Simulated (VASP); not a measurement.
**ZnSe: single point with r2SCAN**

Crystal: ZnSe.

```
Zn Se
1.0
     0.00000    2.94626    2.71963
     2.94626    0.00000    2.71963
     2.94626    2.94626    0.00000
Zn Se
1 1
Cartesian
  0.0000 0.0000 0.0000
  4.4194 4.4194 4.0794
```

This cell differs from its parent crystal: strain +0.040 along x and y, -0.040 along z.

```json
{
 "Program": "VASP 6.6.1",
 "Task": "single point",
 "Functional": "r2SCAN",
 "Potentials or basis": "VASP PAW PBE potentials, release 64 (Zn, Se)",
 "Cutoff": "520 eV",
 "k mesh": "8 × 8 × 8",
 "Occupations": "gaussian, width 0.05 eV",
 "Spin": "no spin polarisation",
 "Dipole correction": "no",
 "Further INCAR settings": "ALGO = Normal; EDIFF = 1e-06; NBANDS = 16"
}
```

```json
{"Pressure": "-2.3 GPa", "Band gap on the k mesh": "1.52 eV, direct"}
```

Stress tensor (GPa, compression positive):
```
-3.19  0.00  0.00
 0.00 -3.19  0.00
 0.00  0.00 -0.56
```

Levels at points of the mesh, in eV from the valence-band top:
```csv
k point,band 6,band 7,band 8,band 9,band 10,band 11,band 12,band 13
"(0.00, 0.00, 0.00)",-6.36,-0.25,-0.25,0.00,1.52,6.17,6.23,6.23
"(0.50, 0.00, 0.00)",-6.22,-5.20,-1.20,-0.78,2.75,6.42,7.13,8.85
"(0.50, 0.50, 0.00)",-6.14,-4.47,-2.52,-2.52,3.05,3.20,11.53,11.58
"(0.50, 0.00, 0.50)",-6.23,-4.92,-2.17,-2.02,3.39,3.98,10.72,11.09
```

Wall time 80 s on 1 thread of Intel(R) Xeon(R) 6975P-C (Granite Rapids), with other jobs on the host, peak memory 0.2 GiB.

Caveat: the cell differs from its parent crystal (strain +0.040 along x and y, -0.040 along z); the PAW data sets were made with another functional, which shifts forces and pressure a little.
